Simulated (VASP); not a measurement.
Runs of VASP 6.6.1 on Sn. It takes space group Fd-3m (No. 227, cubic). Conventional cell: a = 6.467 Å, b = 6.467 Å, c = 6.467 Å, α = 90.00°, β = 90.00°, γ = 90.00°. Within 3.7 Å of Sn (site symmetry -43m) lie 4 Sn at 2.80 Å. 

```csv
k mesh,gap on the mesh (eV),pressure (GPa)
2 × 2 × 2,none,(a)
4 × 4 × 4,none,2.2
3 × 3 × 3,none,3.1
5 × 5 × 5,none,1.7
```

Alike in all rows: task single point; level PBEsol; potentials or basis VASP PAW PBE potentials, release 64 (Sn_d); no spin polarisation; cell as given; cutoff (eV) 500; smearing methfessel-paxton 0.01 eV.

Task: Estimate the missing entries.

Result: (a) 10.8.

Caveats: some runs use coarse meshes; the PAW data sets were made with another functional, which shifts forces and pressure a little; spin-orbit coupling is left out, which moves the levels of the heavy elements.

A k mesh can miss the band edges, and the runs leave out spin-orbit coupling on Sn.

A gap of «none» marks levels without a gap at the run's occupations.
